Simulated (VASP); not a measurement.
A run of VASP 6.6.1 is set up as follows.

Contents of POSCAR:

```
CaF2
1.0
    0.0000000000      2.7195928861      2.7195928861
    2.7195928861      0.0000000000      2.7195928861
    2.7195928861      2.7195928861      0.0000000000
Ca F
1 2
Direct
    0.0000000000      0.0000000000      0.0000000000
    0.2500000000      0.2500000000      0.2500000000
    0.7500000000      0.7500000000      0.7500000000
```

Contents of INCAR.step1:

```
PREC = Accurate
ENCUT = 520
EDIFF = 1E-5
ISMEAR = 0
SIGMA = 0.01
LREAL = False
LASPH = True
NELM = 120
ALGO = Normal
ISIF = 2
LWAVE = True
NBANDS = 19
GGA = PE
GGA_COMPAT = False
```

Contents of INCAR.step2:

```
PREC = Accurate
ENCUT = 520
EDIFF = 1E-6
ISMEAR = 0
SIGMA = 0.01
LREAL = False
LASPH = True
NELM = 120
ALGO = Normal
ISIF = 2
LWAVE = False
LCHARG = True
GGA = PE
LHFCALC = True
AEXX = 0.25
PRECFOCK = Normal
LELF = True
LVHAR = True
NBANDS = 19
ISTART = 1
GGA_COMPAT = False
```

KPOINTS

```
regular mesh
0
Gamma
  6 6 6
```

Potentials or basis: VASP PAW PBE potentials, release 64 (Ca_sv, F).

Run with:

```bash
$ cat potpaw_PBE.64/Ca_sv/POTCAR potpaw_PBE.64/F/POTCAR > POTCAR
$ cp INCAR.step1 INCAR
$ mpirun -np 1 vasp_std > vasp.out
$ cp INCAR.step2 INCAR
$ mpirun -np 1 vasp_std > vasp.out
```

Problem. Predict the band gap on the k mesh.

Solution. 10.19 eV (least direct gap 10.46 eV).

Problem. Estimate the pressure.

Solution. 1.6 GPa.

Caveat: the PAW data sets were made with another functional, which shifts forces and pressure a little. A k mesh can miss the band edges.
